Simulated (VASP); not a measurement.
TiO, 6 atoms in the cell. Symmetry: P-62m, No. 189, hexagonal system. Conventional cell: a = 5.048 Å, b = 5.048 Å, c = 2.788 Å, α = 90.00°, β = 90.00°, γ = 120.00°. Within 2.8 Å of Ti (site symmetry -6) lie 6 O at 2.09 Å and 2 Ti at 2.79 Å. Within 2.6 Å of Ti (site symmetry -62m) lie 3 O at 1.99 Å. Within 2.6 Å of O (site symmetry m2m) lie 5 Ti at 1.99 to 2.09 Å.  This cell differs from its parent crystal: ratio of the length along z to the lengths across it x 0.96, volume and fractional coordinates fixed.

- Program: VASP 6.6.1
- Task: single point
- Functional: r2SCAN
- Potentials or basis: VASP PAW PBE potentials, release 64 (Ti_sv, O)
- Cutoff: 520 eV
- k mesh: 12 × 12 × 18
- Occupations: gaussian, width 0.15 eV
- Spin: no spin polarisation
- Dipole correction: no
- Further INCAR settings: ALGO = Normal; EDIFF = 1e-07; NBANDS = 36

Potentials or basis: VASP PAW PBE potentials, release 64 (Ti_sv, O).

Launch:

```sh
$ cat potpaw_PBE.64/Ti_sv/POTCAR potpaw_PBE.64/O/POTCAR > POTCAR
$ cp INCAR.step1 INCAR
$ mpirun -np 1 vasp_std > vasp.out
$ cp INCAR.step2 INCAR
$ mpirun -np 1 vasp_std > vasp.out
```

Hardware: 1 thread of Intel(R) Xeon(R) 6975P-C (Granite Rapids), on a shared host.

How long does it take, and how much memory?

It took 16 min on 1 thread of Intel(R) Xeon(R) 6975P-C (Granite Rapids), on a shared host, peak memory 0.43 GiB. Counts: k points 190.
